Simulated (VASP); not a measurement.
# CO2 (Pa-3) in VASP: notebook

Runs on CO2. Level: PBE+D4. Tasks: single point.

Program: VASP 6.6.1. These are calculated values, not measurements. Logs are shortened: lines on timing, memory, paths and dates and some standing lists are left out, and cuts for length are marked.

### 1 The cell of the first run

The structure is cubic, space group Pa-3 (No. 205). Conventional cell: a = 5.630 Å, b = 5.630 Å, c = 5.630 Å, α = 90.00°, β = 90.00°, γ = 90.00°. C (site symmetry -3) has 2 O at 1.05 Å within 1.4 Å. Within 1.4 Å of O (site symmetry 3) lie 1 C at 1.05 Å.

### 2 Single point, PBE+D4

INCAR reads:

```
PREC = Accurate ; ENCUT = 1340
EDIFF = 1E-6 ; ISMEAR = 0
SIGMA = 0.1 ; LREAL = F
LASPH = T ; NELM = 120
ALGO = Normal ; ISIF = 2
LWAVE = F ; LCHARG = T
GGA = PE ; IVDW = 13
LELF = T ; LVHAR = T
NBANDS = 44 ; GGA_COMPAT = F
```

KPOINTS reads:

```
Automatic mesh
0
Gamma
  4 4 4
```

POSCAR reads:

```
CO2
1.0
    5.6300000000      0.0000000000      0.0000000000
    0.0000000000      5.6300000000      0.0000000000
    0.0000000000      0.0000000000      5.6300000000
C O
4 8
Direct
    0.0000000000      0.0000000000      0.0000000000
    0.5000000000      0.0000000000      0.5000000000
    0.5000000000      0.5000000000      0.0000000000
    0.0000000000      0.5000000000      0.5000000000
    0.1080000000      0.1080000000      0.1080000000
    0.3920000000      0.8920000000      0.6080000000
    0.6080000000      0.3920000000      0.8920000000
    0.8920000000      0.6080000000      0.3920000000
    0.8920000000      0.8920000000      0.8920000000
    0.6080000000      0.1080000000      0.3920000000
    0.3920000000      0.6080000000      0.1080000000
    0.1080000000      0.3920000000      0.6080000000
```

Potentials or basis: VASP PAW PBE potentials, release 64 (C_h, O_h).

On the command line:

```console
$ cat potpaw_PBE.64/C_h/POTCAR potpaw_PBE.64/O_h/POTCAR > POTCAR
$ mpirun -np 1 vasp_std > vasp.out
```

OUTCAR:

```text
PREC = Accurate
   ENCUT = 1340
   EDIFF = 1E-6
   ISMEAR = 0
   LREAL = F
   LASPH = T
   NELM = 120
   ISIF = 2
   GGA = PE
   IVDW = 13

 ion  position               nearest neighbor table
   1  0.000  0.000  0.000-   5 1.05   9 1.05
   2  0.500  0.000  0.500-   6 1.05  10 1.05
   3  0.500  0.500  0.000-   7 1.05  11 1.05
   4  0.000  0.500  0.500-   8 1.05  12 1.05
   5  0.108  0.108  0.108-   1 1.05
   6  0.392  0.892  0.608-   2 1.05
   7  0.608  0.392  0.892-   3 1.05
   8  0.892  0.608  0.392-   4 1.05
   9  0.892  0.892  0.892-   1 1.05
  10  0.608  0.108  0.392-   2 1.05
  11  0.392  0.608  0.108-   3 1.05
  12  0.108  0.392  0.608-   4 1.05

  LATTYP: Found a simple cubic cell.
 ALAT       =     5.6300000000

  Lattice vectors:

 A1 = (   5.6300000000,   0.0000000000,   0.0000000000)
 A2 = (   0.0000000000,   5.6300000000,   0.0000000000)
 A3 = (   0.0000000000,   0.0000000000,   5.6300000000)

Analysis of symmetry for initial positions (statically):
=====================================================================
 Subroutine PRICEL returns:
 Original cell was already a primitive cell.

 Routine SETGRP: Setting up the symmetry group for a
 simple cubic supercell.

 Subroutine GETGRP returns: Found 24 space group operations
 (whereof  6 operations were pure point group operations)
 out of a pool of 48 trial point group operations.

The static configuration has the point symmetry S_6 .
 The point group associated with its full space group is T_h .

Analysis of symmetry for dynamics (positions and initial velocities):
=====================================================================
 Subroutine PRICEL returns:
 Original cell was already a primitive cell.

 Routine SETGRP: Setting up the symmetry group for a
 simple cubic supercell.

 Subroutine GETGRP returns: Found 24 space group operations
 (whereof  6 operations were pure point group operations)
 out of a pool of 48 trial point group operations.

The dynamic configuration has the point symmetry S_6 .
 The point group associated with its full space group is T_h .

 Subroutine INISYM returns: Found 24 space group operations
 (whereof  6 operations are pure point group operations),
 and found     1 'primitive' translations

----------------------------------------------------------------------------------------

                                     Primitive cell

  volume of cell :     178.4535

  direct lattice vectors                    reciprocal lattice vectors
     5.630000000  0.000000000  0.000000000     0.177619893  0.000000000  0.000000000
     0.000000000  5.630000000  0.000000000     0.000000000  0.177619893  0.000000000
     0.000000000  0.000000000  5.630000000     0.000000000  0.000000000  0.177619893

  length of vectors
     5.630000000  5.630000000  5.630000000     0.177619893  0.177619893  0.177619893

  position of ions in fractional coordinates (direct lattice)
     0.000000000  0.000000000  0.000000000
     0.500000000  0.000000000  0.500000000
     0.500000000  0.500000000  0.000000000
     0.000000000  0.500000000  0.500000000
     0.108000000  0.108000000  0.108000000
     0.392000000  0.892000000  0.608000000
     0.608000000  0.392000000  0.892000000
     0.892000000  0.608000000  0.392000000
     0.892000000  0.892000000  0.892000000
     0.608000000  0.108000000  0.392000000
     0.392000000  0.608000000  0.108000000
     0.108000000  0.392000000  0.608000000

  ion indices of the primitive-cell ions
   primitive index   ion index
                 1           1
                 2           2
                 3           3
                 4           4
                 5           5
                 6           6
                 7           7
                 8           8
                 9           9
                10          10
                11          11
                12          12

----------------------------------------------------------------------------------------

 KPOINTS: Automatic mesh

Automatic generation of k-mesh.
 Grid dimensions read from file:
 generate k-points for:    4    4    4

 Generating k-lattice:

  Cartesian coordinates                     Fractional coordinates (reciprocal lattice)
     0.044404973  0.000000000  0.000000000     0.250000000  0.000000000  0.000000000
     0.000000000  0.044404973  0.000000000     0.000000000  0.250000000  0.000000000
     0.000000000  0.000000000  0.044404973     0.000000000  0.000000000  0.250000000

  Length of vectors
     0.044404973  0.044404973  0.044404973

  Shift w.r.t. Gamma in fractional coordinates (k-lattice)
     0.000000000  0.000000000  0.000000000

 Subroutine IBZKPT returns following result:
 ===========================================

 Found     11 irreducible k-points:

 Following reciprocal coordinates:
            Coordinates               Weight
  0.000000  0.000000  0.000000      1.000000
  0.250000  0.000000  0.000000      6.000000
  0.500000  0.000000  0.000000      3.000000
  0.250000  0.250000  0.000000     12.000000
  0.500000  0.250000  0.000000      6.000000
 -0.250000  0.500000  0.000000      6.000000
  0.500000  0.500000  0.000000      3.000000
  0.250000  0.250000  0.250000      8.000000
  0.500000  0.250000  0.250000     12.000000
  0.500000  0.500000  0.250000      6.000000
  0.500000  0.500000  0.500000      1.000000
   k-points           NKPTS =     11   k-points in BZ     NKDIM =     11   number of bands    NBANDS=     44
   number of dos      NEDOS =    301   number of ions     NIONS =     12
   total plane-waves  NPLWV = 343000
   dimension x,y,z NGX =    70 NGY =   70 NGZ =   70
   dimension x,y,z NGXF=   140 NGYF=  140 NGZF=  140
   ions per type =               4   8
   NGX,Y,Z   is equivalent  to a cutoff of  20.67, 20.67, 20.67 a.u.
   NGXF,Y,Z  is equivalent  to a cutoff of  41.34, 41.34, 41.34 a.u.
 SYSTEM =  unknown system
   PREC   = accura    normal or accurate (medium, high low for compatibility)
   ISTART =      0    job   : 0-new  1-cont  2-samecut
   ICHARG =      2    charge: 1-file 2-atom 10-const
   ISPIN  =      1    spin polarized calculation?
   LNONCOLLINEAR =      F non collinear calculations
   LSORBIT =      F    spin-orbit coupling
   LASPH  =      T    aspherical Exc in radial PAW
   ENCUT  = 1340.0 eV  98.49 Ry    9.92 a.u.  16.80 16.80 16.80*2*pi/ulx,y,z
   NELM   =    120;   NELMIN=  2; NELMDL= -5     # of ELM steps
   EDIFF  = 0.1E-05   stopping-criterion for ELM
   LREAL  =      F    real-space projection
[... 7 lines left out ...]
   TEBEG  =    0.0;   TEEND  =   0.0 temperature during run
   PSTRESS=    0.0 pullay stress
   NELECT =      64.0000    total number of electrons
   NUPDOWN=      -1.0000    fix difference up-down
   EMIN   =  10.00;   EMAX   =-10.00  energy-range for DOS
   EFERMI =   0.00;   METHOD = LEGACY
   ISMEAR =     0;   SIGMA  =   0.10  broadening in eV -4-tet -1-fermi 0-gaus
   EFERMI_NEDOS =   21; number of points for ismear=-14 and -15
   IALGO  =     38    algorithm
   IMIX   =      4    mixing-type and parameters
     AMIX     =   0.40;   BMIX     =  1.00
     AMIX_MAG =   1.60;   BMIX_MAG =  1.00
  volume/ion in A,a.u.               =      14.87       100.36
  Fermi-wavevector in a.u.,A,eV,Ry     =   1.163125  2.197988 18.406778  1.352860
  Thomas-Fermi vector in A             =   2.299678
   LORBIT       =      0    0 simple, 1 ext, 2 COOP (PROOUT), +10 PAW based schemes
   GGA     = PE    functional components
   LHFCALC =     F    Hartree Fock is set to
   AEXX    =    0.0000 exact exchange contribution
   IVDW    =    13    specifies the selected vdW correction
   LEPSILON=     F    determine dielectric tensor
   LRPA    =     F    only Hartree local field effects (RPA)
 non-spin polarized calculation
 Gauss-broadening in eV      SIGMA  =   0.10
  energy-cutoff  :     1340.00
  volume of cell :      178.45
 maximum number of plane-waves:     19946
 NGX is ok and might be reduce to    70
   NGX = 33   NGY = 33   NGZ = 33

 number of electron      64.0000004 magnetization

 Free energy of the ion-electron system (eV)
  ---------------------------------------------------
  ext. energy  EPLUGINS =         0.00000000
  ---------------------------------------------------
  free energy    TOTEN  =       -85.89200255 eV

  energy without entropy =      -85.89200255  energy(sigma->0) =      -85.89200255

 E-fermi :  -2.9708     XC(G=0):  -7.6215

 val. band max:       -3.5016410243   @ k =   0.0000   0.0000   0.0000
 cond. band min:       4.1428859820   @ k =   0.0000   0.0000   0.0000
 fundamental gap:      7.6445270063
 Fermi energy:        -2.9708098603

 k-point     1 :       0.0000    0.0000    0.0000
  band No.  band energies     occupation
      1     -25.1341      2.00000
      2     -24.9979      2.00000
      3     -24.9979      2.00000
      4     -24.9979      2.00000
      5     -24.1703      2.00000
      6     -24.1703      2.00000
[... 36 lines left out ...]
     43       8.2255      0.00000
     44       8.2255      0.00000

 k-point     2 :       0.2500    0.0000    0.0000
  band No.  band energies     occupation
      1     -25.1149      2.00000
      2     -25.0187      2.00000
      3     -24.9977      2.00000
      4     -24.9977      2.00000
      5     -24.1696      2.00000
      6     -24.1695      2.00000
[... 36 lines left out ...]
     43       8.6100      0.00000
     44       8.7235      0.00000

 k-point     3 :       0.5000    0.0000    0.0000
  band No.  band energies     occupation
      1     -25.0676      2.00000
      2     -25.0676      2.00000
      3     -24.9976      2.00000
      4     -24.9976      2.00000
      5     -24.1689      2.00000
      6     -24.1689      2.00000
[... 36 lines left out ...]
     43       9.3266      0.00000
     44       9.3283      0.00000

 k-point     4 :       0.2500    0.2500    0.0000
  band No.  band energies     occupation
      1     -25.0982      2.00000
      2     -25.0154      2.00000
      3     -25.0154      2.00000
      4     -25.0006      2.00000
      5     -24.1689      2.00000
      6     -24.1666      2.00000
[... 36 lines left out ...]
     43       7.7625      0.00000
     44       8.9537      0.00000

 k-point     5 :       0.5000    0.2500    0.0000
  band No.  band energies     occupation
      1     -25.0573      2.00000
      2     -25.0573      2.00000
      3     -25.0078      2.00000
      4     -25.0078      2.00000
      5     -24.1673      2.00000
      6     -24.1673      2.00000
[... 36 lines left out ...]
     43       8.3837      0.00000
     44       8.3837      0.00000

 k-point     6 :      -0.2500    0.5000    0.0000
  band No.  band energies     occupation
      1     -25.0573      2.00000
      2     -25.0573      2.00000
      3     -25.0078      2.00000
      4     -25.0078      2.00000
      5     -24.1673      2.00000
      6     -24.1673      2.00000
[... 36 lines left out ...]
     43       8.4714      0.00000
     44       8.4714      0.00000

 k-point     7 :       0.5000    0.5000    0.0000
  band No.  band energies     occupation
      1     -25.0324      2.00000
      2     -25.0324      2.00000
      3     -25.0324      2.00000
      4     -25.0324      2.00000
      5     -24.1633      2.00000
      6     -24.1633      2.00000
[... 36 lines left out ...]
     43       7.6108      0.00000
     44       7.6108      0.00000

 k-point     8 :       0.2500    0.2500    0.2500
  band No.  band energies     occupation
      1     -25.0841      2.00000
      2     -25.0152      2.00000
      3     -25.0150      2.00000
      4     -25.0150      2.00000
      5     -24.1670      2.00000
      6     -24.1670      2.00000
[... 36 lines left out ...]
     43       7.9449      0.00000
     44       7.9449      0.00000

 k-point     9 :       0.5000    0.2500    0.2500
  band No.  band energies     occupation
      1     -25.0497      2.00000
      2     -25.0497      2.00000
      3     -25.0147      2.00000
      4     -25.0147      2.00000
      5     -24.1665      2.00000
      6     -24.1665      2.00000
[... 36 lines left out ...]
     43       8.3098      0.00000
     44       8.3098      0.00000

 k-point    10 :       0.5000    0.5000    0.2500
  band No.  band energies     occupation
      1     -25.0319      2.00000
      2     -25.0319      2.00000
      3     -25.0319      2.00000
      4     -25.0319      2.00000
      5     -24.1639      2.00000
      6     -24.1639      2.00000
[... 36 lines left out ...]
     43       7.7614      0.00000
     44       7.7614      0.00000

 k-point    11 :       0.5000    0.5000    0.5000
  band No.  band energies     occupation
      1     -25.0314      2.00000
      2     -25.0314      2.00000
      3     -25.0314      2.00000
      4     -25.0314      2.00000
      5     -24.1645      2.00000
      6     -24.1645      2.00000
[... 36 lines left out ...]
     43       7.6693      0.00000
     44       7.6693      0.00000

------------------------ aborting loop because EDIFF is reached ----------------------------------------

  DFT-D4 for vdW energy calculation

  Edisp (eV):   -0.88244

  FORCE on cell =-STRESS in cart. coord.  units (eV):
  Direction    XX          YY          ZZ          XY          YZ          ZX
  --------------------------------------------------------------------------------------
  -------------------------------------------------------------------------------------
  Total      50.15780    50.15780    50.15780     0.00000     0.00000     0.00000
  in kB     450.32277   450.32277   450.32277     0.00000     0.00000     0.00000
  external pressure =      450.32 kB  Pullay stress =        0.00 kB

 VOLUME and BASIS-vectors are now :
 -----------------------------------------------------------------------------
  energy-cutoff  :     1340.00
  volume of cell :      178.45
      direct lattice vectors                 reciprocal lattice vectors
     5.630000000  0.000000000  0.000000000     0.177619893  0.000000000  0.000000000
     0.000000000  5.630000000  0.000000000     0.000000000  0.177619893  0.000000000
     0.000000000  0.000000000  5.630000000     0.000000000  0.000000000  0.177619893

 POSITION                                       TOTAL-FORCE (eV/Angst)
 -----------------------------------------------------------------------------------
      0.00000      0.00000      0.00000         0.000000     -0.000000      0.000000
      2.81500      0.00000      2.81500         0.000000     -0.000000      0.000000
      2.81500      2.81500      0.00000         0.000000     -0.000000      0.000000
      0.00000      2.81500      2.81500         0.000000     -0.000000      0.000000
      0.60804      0.60804      0.60804        10.467377     10.467377     10.467377
      2.20696      5.02196      3.42304       -10.467377    -10.467377     10.467377
      3.42304      2.20696      5.02196        10.467377    -10.467377    -10.467377
      5.02196      3.42304      2.20696       -10.467377     10.467377    -10.467377
      5.02196      5.02196      5.02196       -10.467377    -10.467377    -10.467377
      3.42304      0.60804      2.20696        10.467377     10.467377    -10.467377
      2.20696      3.42304      0.60804       -10.467377     10.467377     10.467377
      0.60804      2.20696      3.42304        10.467377    -10.467377     10.467377
 -----------------------------------------------------------------------------------
    total drift:                                0.000000      0.000000     -0.000000

  FREE ENERGIE OF THE ION-ELECTRON SYSTEM (eV)
  ---------------------------------------------------
  free  energy   TOTEN  =       -86.7744430066 eV

  energy  without entropy=      -86.7744430066  energy(sigma->0) =      -86.77444301
```

Run time: 8.6 min. Hardware: 1 thread of Intel Xeon Platinum 8375C at 2.90GHz (Ice Lake), shared host; peak memory 0.82 GiB.

Results:

```yaml
Free_energy: -86.7744 eV
Pressure: 45.0 GPa
Largest_force: 18.130 eV/Å
Band_gap_on_the_k_mesh: 7.64 eV
Dispersion_energy_per_atom: -0.074 eV
```

Forces on the atoms (eV/Å):
```
C     0.000   0.000   0.000
C     0.000   0.000   0.000
C     0.000   0.000   0.000
C     0.000   0.000   0.000
O    10.467  10.467  10.467
O   -10.467 -10.467  10.467
O    10.467 -10.467 -10.467
O   -10.467  10.467 -10.467
O   -10.467 -10.467 -10.467
O    10.467  10.467 -10.467
O   -10.467  10.467  10.467
O    10.467 -10.467  10.467
```

Levels at points of the mesh, in eV from the valence-band top:
```
           k point  band 30  band 31  band 32  band 33  band 34  band 35
(0.00, 0.00, 0.00)    -0.15     0.00     0.00     7.64    10.46    10.46
(0.50, 0.00, 0.00)    -0.24    -0.06    -0.06     9.01     9.01    10.19
(0.50, 0.50, 0.00)    -0.23    -0.23    -0.23     9.82     9.82     9.82
(0.50, 0.50, 0.50)    -0.24    -0.24    -0.24    10.40    10.40    10.40
```

Caveat: the cell stands under pressure; forces of over 1 eV/Å act on the atoms, so gaps and moduli don't describe the material at rest. A k mesh can miss the band edges.

### 3 Single point, PBE+D4

This run uses another cell than the first one, of 12.30 Å³/atom.

INCAR reads:

```
PREC     = Accurate       # precision mode
ENCUT    = 1340           # plane-wave cutoff, eV
EDIFF    = 1E-6           # SCF threshold, eV
ISMEAR   = 0              # smearing method
SIGMA    = 0.02           # smearing width, eV
LREAL    = F              # projectors in reciprocal space
LASPH    = T              # aspherical terms in the spheres
NELM     = 120            # most SCF steps
ALGO     = Normal         # electronic algorithm
ISIF     = 2              # what is computed and relaxed
LWAVE    = F              # write WAVECAR
LCHARG   = F              # write CHGCAR
GGA      = PE             # functional
IVDW     = 13             # dispersion correction
NBANDS   = 44             # bands
GGA_COMPAT= F
```

KPOINTS reads:

```
regular mesh
0
Gamma
  4 4 4
```

POSCAR reads:

```
CO2
1.0
    5.2851893541      0.0000000000      0.0000000000
    0.0000000000      5.2851893541      0.0000000000
    0.0000000000      0.0000000000      5.2851893541
C O
4 8
Direct
    0.0000000000      0.0000000000      0.0000000000
    0.5000000000      0.0000000000      0.5000000000
    0.5000000000      0.5000000000      0.0000000000
    0.0000000000      0.5000000000      0.5000000000
    0.1273917255      0.1273917255      0.1273917255
    0.3726082745      0.8726082745      0.6273917255
    0.6273917255      0.3726082745      0.8726082745
    0.8726082745      0.6273917255      0.3726082745
    0.8726082745      0.8726082745      0.8726082745
    0.6273917255      0.1273917255      0.3726082745
    0.3726082745      0.6273917255      0.1273917255
    0.1273917255      0.3726082745      0.6273917255
```

Potentials or basis: VASP PAW PBE potentials, release 64 (C_h, O_h).

On the command line:

```console
$ cat potpaw_PBE.64/C_h/POTCAR potpaw_PBE.64/O_h/POTCAR > POTCAR
$ mpirun -np 1 vasp_std > vasp.out
```

It took 3.6 min on 1 thread of Intel Xeon Platinum 8375C at 2.90GHz (Ice Lake), shared host; peak memory 0.65 GiB.

The run converged. Its results:

```
Free energy                : -93.7888 eV
Pressure                   : 3.1 GPa
Band gap on the k mesh     : 7.03 eV
Dispersion energy per atom : -0.091 eV
```

Levels at points of the mesh, in eV from the valence-band top:
```csv
k point,band 30,band 31,band 32,band 33,band 34,band 35
"(0.00, 0.00, 0.00)",-0.30,0.00,0.00,7.03,7.81,7.81
"(0.50, 0.00, 0.00)",-0.45,-0.10,-0.10,7.75,7.75,8.08
"(0.50, 0.50, 0.00)",-0.39,-0.39,-0.39,7.76,7.76,7.76
"(0.50, 0.50, 0.50)",-0.47,-0.47,-0.47,7.72,7.72,7.72
```

Caveat: the cell stands under pressure. Expect the measured gap to be larger: semilocal functionals such as PBE lack the derivative discontinuity.
